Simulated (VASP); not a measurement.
# Ca in VASP: single point with PBE

Aim: the single point of Ca with PBE.

Program: VASP 6.6.1. These are calculated values, not measurements. Logs are shortened: lines on timing, memory, paths and dates and some standing lists are left out, and cuts for length are marked.

### Step 1. The cell of the first run

The typed cell holds 1 atom: a = 3.841 Å, b = 3.841 Å, c = 4.436 Å, α = 54.73°, β = 54.73°, γ = 70.53°.

### Step 2. Single point, PBE

Contents of INCAR:

```
SYSTEM = Ca
ALGO = Fast
EDIFF = 1E-6
ENCUT = 520
GGA = PE
ISIF = 2
ISMEAR = 0
LASPH = .True.
LCHARG = .False.
LREAL = .False.
LWAVE = .False.
NBANDS = 11
NELM = 60
PREC = Accurate
SIGMA = 0.15
```

Contents of KPOINTS:

```
k-points
0
Gamma
  16 16 16
  0 0 0
```

Contents of POSCAR:

```
Ca
1.0
    0.0000000000      3.1365413478      2.2175347329
    3.1365413478      0.0000000000      2.2175347329
    3.1365413478      3.1365413478      0.0000000000
Ca
1
Direct
    0.0000000000      0.0000000000      0.0000000000
```

Potentials or basis: VASP PAW PBE potentials, release 64 (Ca_sv).

Command:

```
> cat potpaw_PBE.64/Ca_sv/POTCAR > POTCAR
> mpirun -np 1 vasp_std > vasp.out
```

OUTCAR:

```text
SYSTEM = Ca
   EDIFF = 1E-6
   ENCUT = 520
   GGA = PE
   ISIF = 2
   ISMEAR = 0
   LASPH = .True.
   LREAL = .False.
   NELM = 60
   PREC = Accurate

 ion  position               nearest neighbor table
   1  0.000  0.000  0.000-

  LATTYP: Found a body centered tetragonal cell.
 ALAT       =     4.4357393130
 C/A-ratio  =     0.9998489886

  Lattice vectors:

 A1 = (   0.0000000000,  -3.1365413478,  -2.2175347329)
 A2 = (   0.0000000000,   3.1365413478,  -2.2175347329)
 A3 = (   3.1365413478,   0.0000000000,   2.2175347329)

Analysis of symmetry for initial positions (statically):
=====================================================================
 Subroutine PRICEL returns:
 Original cell was already a primitive cell.

 Routine SETGRP: Setting up the symmetry group for a
 body centered tetragonal supercell.

 Subroutine GETGRP returns: Found 16 space group operations
 (whereof 16 operations were pure point group operations)
 out of a pool of 16 trial point group operations.

The static configuration has the point symmetry D_4h.

Analysis of symmetry for dynamics (positions and initial velocities):
=====================================================================
 Subroutine PRICEL returns:
 Original cell was already a primitive cell.

 Routine SETGRP: Setting up the symmetry group for a
 body centered tetragonal supercell.

 Subroutine GETGRP returns: Found 16 space group operations
 (whereof 16 operations were pure point group operations)
 out of a pool of 16 trial point group operations.

The dynamic configuration has the point symmetry D_4h.

 Subroutine INISYM returns: Found 16 space group operations
 (whereof 16 operations are pure point group operations),
 and found     1 'primitive' translations

----------------------------------------------------------------------------------------

                                     Primitive cell

  volume of cell :      43.6317

  direct lattice vectors                    reciprocal lattice vectors
     0.000000000  3.136541348  2.217534733    -0.159411257  0.159411257  0.225475612
     3.136541348  0.000000000  2.217534733     0.159411257 -0.159411257  0.225475612
     3.136541348  3.136541348  0.000000000     0.159411257  0.159411257 -0.225475612

  length of vectors
     3.841269571  3.841269571  4.435739313     0.318846592  0.318846592  0.318846592

[... 84 lines left out ...]
   ISIF   =      2    stress and relaxation
   ISYM   =      2    0-nonsym 1-usesym 2-fastsym
   POTIM  = 0.5000    time-step for ionic-motion
   TEBEG  =    0.0;   TEEND  =   0.0 temperature during run
   PSTRESS=    0.0 pullay stress
   NELECT =      10.0000    total number of electrons
   NUPDOWN=      -1.0000    fix difference up-down
   EMIN   =  10.00;   EMAX   =-10.00  energy-range for DOS
   EFERMI =   0.00;   METHOD = LEGACY
   ISMEAR =     0;   SIGMA  =   0.15  broadening in eV -4-tet -1-fermi 0-gaus
   EFERMI_NEDOS =   21; number of points for ismear=-14 and -15
   IALGO  =     68    algorithm
   IMIX   =      4    mixing-type and parameters
     AMIX     =   0.40;   BMIX     =  1.00
     AMIX_MAG =   1.60;   BMIX_MAG =  1.00
  volume/ion in A,a.u.               =      43.63       294.44
  Fermi-wavevector in a.u.,A,eV,Ry     =   1.001861  1.893242 13.656506  1.003725
  Thomas-Fermi vector in A             =   2.134310
   LORBIT       =      0    0 simple, 1 ext, 2 COOP (PROOUT), +10 PAW based schemes
   GGA     = PE    functional components
   LHFCALC =     F    Hartree Fock is set to
   AEXX    =    0.0000 exact exchange contribution
   IVDW    =     0    specifies the selected vdW correction
   LEPSILON=     F    determine dielectric tensor
   LRPA    =     F    only Hartree local field effects (RPA)
 non-spin polarized calculation
 RMM-DIIS sequential band-by-band and
 Gauss-broadening in eV      SIGMA  =   0.15
  energy-cutoff  :      520.00
  volume of cell :       43.63
 maximum number of plane-waves:      1205
 NGX is ok and might be reduce to    30
   NGX = 15   NGY = 15   NGZ = 17

 number of electron      10.0000000 magnetization

 Free energy of the ion-electron system (eV)
  ---------------------------------------------------
  ext. energy  EPLUGINS =         0.00000000
  ---------------------------------------------------
  free energy    TOTEN  =        -1.91991810 eV

  energy without entropy =       -1.90158139  energy(sigma->0) =       -1.91074974

 E-fermi :   1.8827     XC(G=0):  -7.6329

 val. band max:        1.8713474192   @ k =  -0.4375   0.2500   0.1250
 cond. band min:       1.8851366634   @ k =  -0.4375   0.4375   0.0000
 fundamental gap:      0.0137892442
 Fermi energy:         1.8827225909

 k-point     1 :       0.0000    0.0000    0.0000
  band No.  band energies     occupation
      1     -40.2639      2.00000
      2     -21.1831      2.00000
      3     -21.1831      2.00000
      4     -21.1831      2.00000
      5      -2.1315      2.00000
      6       4.1231      0.00000
      7       4.1237      0.00000
      8       4.1237      0.00000
      9       5.1416      0.00000
     10       5.1425      0.00000
     11      11.9111      0.00000
[... 309 lines left out ...]
 k-point    24 :      -0.0625    0.0625    0.0000
  band No.  band energies     occupation
      1     -40.2629      2.00000
      2     -21.1893      2.00000
      3     -21.1863      2.00000
      4     -21.1863      2.00000
      5      -1.9941      2.00000
      6       4.0825      0.00000
      7       4.0832      0.00000
      8       4.1826      0.00000
      9       4.9734      0.00000
     10       5.1993      0.00000
     11      11.6757      0.00000

 [... further k-points ...]

------------------------ aborting loop because EDIFF is reached ----------------------------------------

  FORCE on cell =-STRESS in cart. coord.  units (eV):
  Direction    XX          YY          ZZ          XY          YZ          ZX
  --------------------------------------------------------------------------------------
  -------------------------------------------------------------------------------------
  Total       -0.1478354     -0.1478354     -0.1478999      0.0000000      0.0000000      0.0000000
  in kB       -5.4285832     -5.4285832     -5.4309523      0.0000000      0.0000000      0.0000000
  external PRESSURE =      -5.4293729 kB  Pullay stress =       0.0000000 kB

 VOLUME and BASIS-vectors are now :
 -----------------------------------------------------------------------------
  energy-cutoff  :      520.00
  volume of cell :       43.63
      direct lattice vectors                 reciprocal lattice vectors
     0.000000000  3.136541348  2.217534733    -0.159411257  0.159411257  0.225475612
     3.136541348  0.000000000  2.217534733     0.159411257 -0.159411257  0.225475612
     3.136541348  3.136541348  0.000000000     0.159411257  0.159411257 -0.225475612

 POSITION                                       TOTAL-FORCE (eV/Angst)
 -----------------------------------------------------------------------------------
      0.00000      0.00000      0.00000         0.000000      0.000000      0.000000
 -----------------------------------------------------------------------------------
    total drift:                               -0.000000     -0.000000     -0.000000

  FREE ENERGIE OF THE ION-ELECTRON SYSTEM (eV)
  ---------------------------------------------------
  free  energy   TOTEN  =        -1.9199180959 eV

  energy  without entropy=       -1.9015813877  energy(sigma->0) =       -1.91074974
```

OSZICAR:

```text
N       E                     dE             d eps       ncg     rms          rms(c)
DAV:   1     0.657569401840E+02    0.65757E+02   -0.49507E+03  7678   0.814E+02
DAV:   2    -0.399106977800E+00   -0.66156E+02   -0.65569E+02  8419   0.207E+02
DAV:   3    -0.185478227748E+01   -0.14557E+01   -0.14349E+01 11188   0.301E+01
DAV:   4    -0.192517113459E+01   -0.70389E-01   -0.70127E-01 10192   0.532E+00
DAV:   5    -0.192661968163E+01   -0.14485E-02   -0.14483E-02 10775   0.645E-01    0.223E+00
RMM:   6    -0.192080611558E+01    0.58136E-02   -0.93370E-03  8152   0.107E+00    0.138E+00
RMM:   7    -0.192009885159E+01    0.70726E-03   -0.21642E-02  9190   0.182E+00    0.110E-01
RMM:   8    -0.191977169765E+01    0.32715E-03   -0.48066E-03  9106   0.835E-01    0.261E-02
RMM:   9    -0.191988095665E+01   -0.10926E-03   -0.12296E-03 11478   0.395E-01    0.221E-02
RMM:  10    -0.191991141545E+01   -0.30459E-04   -0.22455E-04 11831   0.149E-01    0.493E-03
RMM:  11    -0.191991748574E+01   -0.60703E-05   -0.50022E-05 12120   0.604E-02    0.909E-03
RMM:  12    -0.191991909314E+01   -0.16074E-05   -0.46350E-06  9812   0.236E-02    0.811E-03
RMM:  13    -0.191991786913E+01    0.12240E-05   -0.32419E-06  7983   0.122E-02    0.172E-03
RMM:  14    -0.191991809590E+01   -0.22677E-06   -0.95094E-07  6721   0.521E-03
   1 F= -.19199181E+01 E0= -.19107497E+01  d E =-.183367E-01
```

It took 2.1 min on 1 thread of AMD EPYC 9R45 (Zen 5), shared host; peak memory 0.27 GiB.

Results:

```
Free energy            : -1.9199 eV
Pressure               : -0.5 GPa
Band gap on the k mesh : zero (band 5 reaches 2.22 eV, above the bottom of band 6 at 1.82 eV)
```

Levels at points of the mesh, in eV from the Fermi level:
```tsv
k point	band 3	band 4	band 5	band 6	band 7	band 8
(0.00, 0.00, 0.00)	-23.07	-23.07	-4.01	2.24	2.24	2.24
(0.50, 0.00, 0.00)	-23.11	-23.07	-0.89	-0.06	1.32	3.16
(0.50, 0.50, 0.00)	-23.16	-23.16	0.08	0.08	3.79	3.79
(0.50, 0.00, 0.50)	-23.11	-23.07	-0.89	-0.06	1.32	3.16
```
